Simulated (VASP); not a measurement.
Here is a VASP 6.6.1 calculation.

INCAR

```
SYSTEM = Sc
PREC = Accurate ; ENCUT = 520
EDIFF = 1E-6 ; ISMEAR = 0
SIGMA = 0.15 ; LREAL = .False.
LASPH = .True. ; NELM = 80
ALGO = Fast ; ISIF = 2
LWAVE = .False. ; LCHARG = .False.
GGA = PE ; NBANDS = 18
```

Contents of KPOINTS:

```
Automatic mesh
0
Gamma
  18 18 10
  0 0 0
```

The input POSCAR:

```
Sc
1.0
    3.3541295290      0.0000000000      0.0000000000
   -1.6770647645      2.9047613797      0.0000000000
    0.0000000000      0.0000000000      5.1265664180
Sc
2
Direct
    0.3333333333      0.6666666667      0.2500000000
    0.6666666667      0.3333333333      0.7500000000
```

Potentials or basis: VASP PAW PBE potentials, release 64 (Sc_sv).

Launch:

```console
$ cat potpaw_PBE.64/Sc_sv/POTCAR > POTCAR
$ mpirun -np 1 vasp_std > vasp.out
```

Task: What does it give for the band gap on the k mesh?

Result: Zero (band 11 reaches 4.64 eV, above the bottom of band 12 at 3.08 eV).

Task: Estimate the pressure.

Result: -0.6 GPa.

Stress tensor (GPa, compression positive):
```
-1.12  0.00  0.00
 0.00 -1.12  0.00
 0.00  0.00  0.30
```
